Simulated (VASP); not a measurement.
A run of VASP 6.6.1 is set up as follows.

INCAR

```
SYSTEM = GaN
ALGO = Normal
EDIFF = 1E-7
ENCUT = 520
GGA = PS
ISIF = 2
ISMEAR = -1
LASPH = .True.
LCHARG = .False.
LREAL = .False.
LWAVE = .False.
NBANDS = 16
NELM = 80
PREC = Accurate
SIGMA = 0.02
```

The input KPOINTS:

```
k-points
0
Gamma
  10 10 10
  0 0 0
```

File POSCAR:

```
GaN
1.0
    0.0000000000      1.9925000000      1.9526500000
    1.9925000000      0.0000000000      1.9526500000
    1.9925000000      1.9925000000      0.0000000000
Ga N
1 1
Direct
    0.5000000000      0.5000000000      0.5000000000
    0.0000000000      0.0000000000      0.0000000000
```

Potentials or basis: VASP PAW PBE potentials, release 64 (Ga_d, N).

Launch:

```console
$ cat potpaw_PBE.64/Ga_d/POTCAR potpaw_PBE.64/N/POTCAR > POTCAR
$ mpirun -np 1 vasp_std > vasp.out
```

Q: Predict the pressure.

A: 69.7 GPa.

Q: What does it give for the band gap on the k mesh?

A: 1.66 eV, indirect (least direct gap 5.47 eV).

Stress tensor (GPa, compression positive):
```
65.97  0.00  0.00
 0.00 65.97  0.00
 0.00  0.00 77.19
```

Caveat: the cell differs from its parent crystal (zz strain of -2 %); the PAW data sets were made with another functional, which shifts forces and pressure a little. A k mesh can miss the band edges.
